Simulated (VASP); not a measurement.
# MoPd (P-6m2) in VASP: single point with LDA

Aim: the single point of MoPd with LDA.

All numbers are computed with VASP 6.6.1; they aren't measurements. Logs are shortened: lines on timing, memory, paths and dates and some standing lists are left out, and cuts for length are marked.

### Step 1. The cell of the first run

The structure is hexagonal, space group P-6m2 (No. 187). The conventional cell has a = 2.794 Å, b = 2.794 Å, c = 4.566 Å, α = 90.00°, β = 90.00°, γ = 120.00°. Mo (site symmetry -6m2) has 6 Mo at 2.79 Å and 6 Pd at 2.80 Å within 3.7 Å. Within 3.7 Å of Pd (site symmetry -6m2) lie 6 Pd at 2.79 Å and 6 Mo at 2.80 Å.

### Step 2. Single point, LDA

INCAR reads:

```
PREC = Accurate ; ENCUT = 500
EDIFF = 1E-6 ; ISMEAR = 0
SIGMA = 0.1 ; LREAL = F
LASPH = T ; NELM = 120
ALGO = Normal ; ISIF = 2
LWAVE = F ; LCHARG = T
GGA = CA ; LELF = T
LVHAR = T ; NBANDS = 19
GGA_COMPAT = F
```

KPOINTS reads:

```
regular mesh
0
Gamma
  9 9 4
```

POSCAR reads:

```
MoPd
1.0
    2.7938960766      0.0000000000      0.0000000000
   -1.3969480383      2.4195849779      0.0000000000
    0.0000000000      0.0000000000      4.5663710000
Mo Pd
1 1
Direct
    0.6666666700      0.3333333300      0.5000000000
    0.3333333300      0.6666666700      0.0000000000
```

Potentials or basis: VASP PAW LDA potentials, release 64 (Mo_sv, Pd).

Command:

```bash
$ cat potpaw_LDA.64/Mo_sv/POTCAR potpaw_LDA.64/Pd/POTCAR > POTCAR
$ mpirun -np 1 vasp_std > vasp.out
```

OUTCAR:

```text
PREC = Accurate
   ENCUT = 500
   EDIFF = 1E-6
   ISMEAR = 0
   LREAL = F
   LASPH = T
   NELM = 120
   ISIF = 2
   GGA = CA

 ion  position               nearest neighbor table
   1  0.667  0.333  0.500-   2 2.80   2 2.80   2 2.80   2 2.80   2 2.80   2 2.80
   2  0.333  0.667  0.000-   1 2.80   1 2.80   1 2.80   1 2.80   1 2.80   1 2.80

  LATTYP: Found a hexagonal cell.
 ALAT       =     2.7938960766
 C/A-ratio  =     1.6344097543

  Lattice vectors:

 A1 = (   2.7938960766,   0.0000000000,   0.0000000000)
 A2 = (  -1.3969480383,   2.4195849779,   0.0000000000)
 A3 = (   0.0000000000,   0.0000000000,   4.5663710000)

Analysis of symmetry for initial positions (statically):
=====================================================================
 Subroutine PRICEL returns:
 Original cell was already a primitive cell.

 Routine SETGRP: Setting up the symmetry group for a
 hexagonal supercell.

 Subroutine GETGRP returns: Found 12 space group operations
 (whereof 12 operations were pure point group operations)
 out of a pool of 24 trial point group operations.

The static configuration has the point symmetry D_3h.

Analysis of symmetry for dynamics (positions and initial velocities):
=====================================================================
 Subroutine PRICEL returns:
 Original cell was already a primitive cell.

 Routine SETGRP: Setting up the symmetry group for a
 hexagonal supercell.

 Subroutine GETGRP returns: Found 12 space group operations
 (whereof 12 operations were pure point group operations)
 out of a pool of 24 trial point group operations.

The dynamic configuration has the point symmetry D_3h.

 Subroutine INISYM returns: Found 12 space group operations
 (whereof 12 operations are pure point group operations),
 and found     1 'primitive' translations

----------------------------------------------------------------------------------------

                                     Primitive cell

  volume of cell :      30.8690

  direct lattice vectors                    reciprocal lattice vectors
     2.793896077  0.000000000  0.000000000     0.357923120  0.206647010  0.000000000
    -1.396948038  2.419584978  0.000000000     0.000000000  0.413294019  0.000000000
     0.000000000  0.000000000  4.566371000     0.000000000  0.000000000  0.218992281

  length of vectors
     2.793896077  2.793896077  4.566371000     0.413294019  0.413294019  0.218992281

  position of ions in fractional coordinates (direct lattice)
     0.666666670  0.333333330  0.500000000
     0.333333330  0.666666670  0.000000000

  ion indices of the primitive-cell ions
   primitive index   ion index
                 1           1
                 2           2

----------------------------------------------------------------------------------------

 KPOINTS: regular mesh

Automatic generation of k-mesh.
 Grid dimensions read from file:
 generate k-points for:    9    9    4

 Generating k-lattice:

  Cartesian coordinates                     Fractional coordinates (reciprocal lattice)
     0.039769236  0.022960779  0.000000000     0.111111111  0.000000000  0.000000000
     0.000000000  0.045921558  0.000000000     0.000000000  0.111111111  0.000000000
     0.000000000  0.000000000  0.054748070     0.000000000  0.000000000  0.250000000

  Length of vectors
     0.045921558  0.045921558  0.054748070

  Shift w.r.t. Gamma in fractional coordinates (k-lattice)
     0.000000000  0.000000000  0.000000000

 Subroutine IBZKPT returns following result:
 ===========================================

 Found     36 irreducible k-points:

 Following reciprocal coordinates:
            Coordinates               Weight
  0.000000  0.000000  0.000000      1.000000
  0.111111  0.000000  0.000000      6.000000
  0.222222 -0.000000  0.000000      6.000000
  0.333333  0.000000  0.000000      6.000000
  0.444444 -0.000000  0.000000      6.000000
  0.111111  0.111111  0.000000      6.000000
[... 16 lines left out ...]
  0.333333  0.222222  0.250000     24.000000
  0.333333  0.333333  0.250000      4.000000
 [... further k-points ...]
   k-points           NKPTS =     36   k-points in BZ     NKDIM =     36   number of bands    NBANDS=     19
   number of dos      NEDOS =    301   number of ions     NIONS =      2
   total plane-waves  NPLWV =  14400
   dimension x,y,z NGX =    20 NGY =   20 NGZ =   36
   dimension x,y,z NGXF=    40 NGYF=   40 NGZF=   72
   ions per type =               1   1
   NGX,Y,Z   is equivalent  to a cutoff of  11.90, 11.90, 13.11 a.u.
   NGXF,Y,Z  is equivalent  to a cutoff of  23.80, 23.80, 26.21 a.u.
 SYSTEM =  unknown system
   PREC   = accura    normal or accurate (medium, high low for compatibility)
   ISTART =      0    job   : 0-new  1-cont  2-samecut
   ICHARG =      2    charge: 1-file 2-atom 10-const
   ISPIN  =      1    spin polarized calculation?
   LNONCOLLINEAR =      F non collinear calculations
   LSORBIT =      F    spin-orbit coupling
   LASPH  =      T    aspherical Exc in radial PAW
   ENCUT  =  500.0 eV  36.75 Ry    6.06 a.u.   5.09  5.09  8.33*2*pi/ulx,y,z
   NELM   =    120;   NELMIN=  2; NELMDL= -5     # of ELM steps
   EDIFF  = 0.1E-05   stopping-criterion for ELM
   LREAL  =      F    real-space projection
   EDIFFG = 0.1E-04   stopping-criterion for IOM
   NSW    =      0    number of steps for IOM
   IBRION =     -1    ionic relax: 0-MD 1-quasi-New 2-CG
   NFREE  =      0    steps in history (QN), initial steepest desc. (CG)
   ISIF   =      2    stress and relaxation
   ISYM   =      2    0-nonsym 1-usesym 2-fastsym
   POTIM  = 0.5000    time-step for ionic-motion
   TEBEG  =    0.0;   TEEND  =   0.0 temperature during run
   PSTRESS=    0.0 pullay stress
   NELECT =      24.0000    total number of electrons
   NUPDOWN=      -1.0000    fix difference up-down
   EMIN   =  10.00;   EMAX   =-10.00  energy-range for DOS
   EFERMI =   0.00;   METHOD = LEGACY
   ISMEAR =     0;   SIGMA  =   0.10  broadening in eV -4-tet -1-fermi 0-gaus
   EFERMI_NEDOS =   21; number of points for ismear=-14 and -15
   IALGO  =     38    algorithm
   IMIX   =      4    mixing-type and parameters
     AMIX     =   0.40;   BMIX     =  1.00
     AMIX_MAG =   1.60;   BMIX_MAG =  1.00
  volume/ion in A,a.u.               =      15.43       104.16
  Fermi-wavevector in a.u.,A,eV,Ry     =   1.505351  2.844701 30.831917  2.266082
  Thomas-Fermi vector in A             =   2.616211
   LORBIT       =      0    0 simple, 1 ext, 2 COOP (PROOUT), +10 PAW based schemes
   GGA     = CA    functional components
   LHFCALC =     F    Hartree Fock is set to
   AEXX    =    0.0000 exact exchange contribution
   IVDW    =     0    specifies the selected vdW correction
   LEPSILON=     F    determine dielectric tensor
   LRPA    =     F    only Hartree local field effects (RPA)
 non-spin polarized calculation
 Gauss-broadening in eV      SIGMA  =   0.10
  energy-cutoff  :      500.00
  volume of cell :       30.87
 maximum number of plane-waves:       801
   NGX = 11   NGY = 11   NGZ = 17

 number of electron      24.0000002 magnetization

 Free energy of the ion-electron system (eV)
  ---------------------------------------------------
  ext. energy  EPLUGINS =         0.00000000
  ---------------------------------------------------
  free energy    TOTEN  =       -18.50497459 eV

  energy without entropy =      -18.48685666  energy(sigma->0) =      -18.49591562

 E-fermi :  11.0403     XC(G=0): -13.4752

 val. band max:       11.0213707208   @ k =   0.0000   0.0000   0.5000
 cond. band min:      11.0602826695   @ k =   0.3333   0.0000   0.5000
 fundamental gap:      0.0389119487
 Fermi energy:        11.0402977110

 k-point     1 :       0.0000    0.0000    0.0000
  band No.  band energies     occupation
      1     -49.6537      2.00000
      2     -24.0089      2.00000
      3     -23.2387      2.00000
      4     -23.2387      2.00000
      5       3.6211      2.00000
      6       5.4731      2.00000
[... 11 lines left out ...]
     18      25.1004      0.00000
     19      27.4239      0.00000

 k-point     2 :       0.1111    0.0000    0.0000
  band No.  band energies     occupation
      1     -49.6335      2.00000
      2     -23.9899      2.00000
      3     -23.3759      2.00000
      4     -23.2698      2.00000
      5       4.0274      2.00000
      6       5.7539      2.00000
[... 11 lines left out ...]
     18      25.8965      0.00000
     19      27.9254      0.00000

 k-point     3 :       0.2222   -0.0000    0.0000
  band No.  band energies     occupation
      1     -49.5821      2.00000
      2     -23.9414      2.00000
      3     -23.7146      2.00000
      4     -23.3478      2.00000
      5       5.0499      2.00000
      6       6.2084      2.00000
[... 11 lines left out ...]
     18      24.6900      0.00000
     19      27.2995      0.00000

 k-point     4 :       0.3333    0.0000    0.0000
  band No.  band energies     occupation
      1     -49.5230      2.00000
      2     -24.0860      2.00000
      3     -23.8857      2.00000
      4     -23.4352      2.00000
      5       5.7697      2.00000
      6       6.2178      2.00000
[... 11 lines left out ...]
     18      21.2615      0.00000
     19      25.1635      0.00000

 k-point     5 :       0.4444   -0.0000    0.0000
  band No.  band energies     occupation
      1     -49.4840      2.00000
      2     -24.3213      2.00000
      3     -23.8490      2.00000
      4     -23.4915      2.00000
      5       5.6132      2.00000
      6       6.0739      2.00000
[... 11 lines left out ...]
     18      20.7778      0.00000
     19      23.5166      0.00000

 k-point     6 :       0.1111    0.1111    0.0000
  band No.  band energies     occupation
      1     -49.5977      2.00000
      2     -23.9562      2.00000
      3     -23.6010      2.00000
      4     -23.3372      2.00000
      5       4.7640      2.00000
      6       6.1838      2.00000
[... 11 lines left out ...]
     18      26.1171      0.00000
     19      26.7321      0.00000

 k-point     7 :       0.2222    0.1111    0.0000
  band No.  band energies     occupation
      1     -49.5424      2.00000
      2     -23.9270      2.00000
      3     -23.9040      2.00000
      4     -23.4491      2.00000
      5       5.8383      2.00000
      6       6.4378      2.00000
[... 11 lines left out ...]
     18      22.9115      0.00000
     19      24.6970      0.00000

 k-point     8 :       0.3333    0.1111    0.0000
  band No.  band energies     occupation
      1     -49.4932      2.00000
      2     -24.2043      2.00000
      3     -23.8577      2.00000
      4     -23.5473      2.00000
      5       5.9751      2.00000
      6       6.2794      2.00000
[... 256 lines left out ...]
 k-point    20 :       0.3333    0.1111    0.2500
  band No.  band energies     occupation
      1     -49.4932      2.00000
      2     -24.2026      2.00000
      3     -23.8576      2.00000
      4     -23.5477      2.00000
      5       5.7449      2.00000
      6       6.2428      2.00000
[... 11 lines left out ...]
     18      23.1361      0.00000
     19      23.7950      0.00000

 k-point    21 :       0.4444    0.1111    0.2500
  band No.  band energies     occupation
      1     -49.4737      2.00000
      2     -24.3100      2.00000
      3     -23.8382      2.00000
      4     -23.5861      2.00000
      5       5.5947      2.00000
      6       6.0629      2.00000
[... 11 lines left out ...]
     18      21.6535      0.00000
     19      23.1370      0.00000

 k-point    22 :       0.2222    0.2222    0.2500
  band No.  band energies     occupation
      1     -49.4968      2.00000
      2     -24.1015      2.00000
      3     -23.8612      2.00000
      4     -23.6282      2.00000
      5       6.2657      2.00000
      6       6.5131      2.00000
[... 11 lines left out ...]
     18      22.0674      0.00000
     19      24.0948      0.00000

 k-point    23 :       0.3333    0.2222    0.2500
  band No.  band energies     occupation
      1     -49.4670      2.00000
      2     -24.1847      2.00000
      3     -23.8315      2.00000
      4     -23.7752      2.00000
      5       6.0699      2.00000
      6       6.7351      2.00000
[... 11 lines left out ...]
     18      21.0574      0.00000
     19      22.9402      0.00000

 k-point    24 :       0.3333    0.3333    0.2500
  band No.  band energies     occupation
      1     -49.4566      2.00000
      2     -24.0254      2.00000
      3     -24.0191      2.00000
      4     -23.8212      2.00000
      5       6.4166      2.00000
      6       6.7396      2.00000
[... 11 lines left out ...]
     18      22.2752      0.00000
     19      23.0592      0.00000

 [... further k-points ...]
[... 5 lines left out ...]
  --------------------------------------------------------------------------------------
  -------------------------------------------------------------------------------------
  Total       -2.8798354     -2.8798354     -2.5576036      0.0000000      0.0000000     -0.0000000
  in kB     -149.4706495   -149.4706495   -132.7460139      0.0000000      0.0000000     -0.0000000
  external PRESSURE =    -143.8957710 kB  Pullay stress =       0.0000000 kB

 VOLUME and BASIS-vectors are now :
 -----------------------------------------------------------------------------
  energy-cutoff  :      500.00
  volume of cell :       30.87
      direct lattice vectors                 reciprocal lattice vectors
     2.793896077  0.000000000  0.000000000     0.357923120  0.206647010  0.000000000
    -1.396948038  2.419584978  0.000000000     0.000000000  0.413294019  0.000000000
     0.000000000  0.000000000  4.566371000     0.000000000  0.000000000  0.218992281

 POSITION                                       TOTAL-FORCE (eV/Angst)
 -----------------------------------------------------------------------------------
      1.39695      0.80653      2.28319         0.000000     -0.000000      0.000000
     -0.00000      1.61306      0.00000        -0.000000      0.000000      0.000000
 -----------------------------------------------------------------------------------
    total drift:                               -0.000020      0.000012     -0.000000

  FREE ENERGIE OF THE ION-ELECTRON SYSTEM (eV)
  ---------------------------------------------------
  free  energy   TOTEN  =       -18.5049745862 eV

  energy  without entropy=      -18.4868566611  energy(sigma->0) =      -18.49591562
```

Run time: 26 s. Hardware: 1 thread of Intel Xeon 8259CL, shared host; peak memory 0.14 GiB.

What came out:

```yaml
Free_energy: -18.5050 eV
Pressure: -14.4 GPa
Band_gap_on_the_k_mesh: zero (bands 12 and 13 overlap by 1.74 eV)
```

Caveat: the cell stands under tension.

The gap in the log of VASP goes by the Fermi energy; the results here count the filled bands.